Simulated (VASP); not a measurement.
A run of VASP 6.6.1 is set up as follows.

The input INCAR:

```
SYSTEM = BaTiO3
ALGO     = Normal         ! electronic algorithm
EDIFF    = 1E-6           ! SCF threshold, eV
ENCUT    = 520            ! plane-wave cutoff, eV
GGA      = PE             ! functional
ISIF     = 2              ! what is computed and relaxed
ISMEAR   = 0              ! smearing method
LASPH    = .True.         ! aspherical terms in the spheres
LCHARG   = .False.        ! write CHGCAR
LDAU     = .True.         ! DFT+U
LDAUJ    = 0 0 0        
LDAUL    = -1 2 -1        ! shell
LDAUPRINT= 1            
LDAUTYPE = 2            
LDAUU    = 0 4 0          ! U, eV
LMAXMIX  = 4              ! l up to which the mixer works
LREAL    = .False.        ! projectors in reciprocal space
LWAVE    = .False.        ! write WAVECAR
NBANDS   = 28             ! bands
NELM     = 150            ! most SCF steps
PREC     = Accurate       ! precision mode
SIGMA    = 0.01           ! smearing width, eV
```

File KPOINTS:

```
k-points
0
Gamma
  6 6 6
  0 0 0
```

Contents of POSCAR:

```
BaTiO3
1.0
    2.8603720851      1.6514365933      2.3460535783
   -2.8603720851      1.6514365933      2.3460535783
    0.0000000000     -3.3028731867      2.3460535783
Ba Ti O
1 1 3
Direct
    0.0026800181      0.0026800181      0.0026800181
    0.5127992509      0.5127992509      0.5127992509
    0.4903227049      0.4903227049      0.9825753212
    0.4903227049      0.9825753212      0.4903227049
    0.9825753212      0.4903227049      0.4903227049
```

Potentials or basis: VASP PAW PBE potentials, release 64 (Ba_sv, Ti_sv, O).

Launch:

```sh
$ cat potpaw_PBE.64/Ba_sv/POTCAR potpaw_PBE.64/Ti_sv/POTCAR potpaw_PBE.64/O/POTCAR > POTCAR
$ mpirun -np 1 vasp_std > vasp.out
```

**Question.** What does it give for the pressure?

**Answer.** 3.5 GPa.

**Question.** Estimate the largest force.

**Answer.** 0.604 eV/Å.

Eigenvalues of the final occupation matrices:
```
    site  spin  trace               eigenvalues
site 2 d     1   0.81  0.11 0.11 0.11 0.24 0.24
site 2 d     2   0.81  0.11 0.11 0.11 0.24 0.24
```

Caveat: the cell stands under pressure; spin-orbit coupling is left out, which moves the levels of the heavy elements.
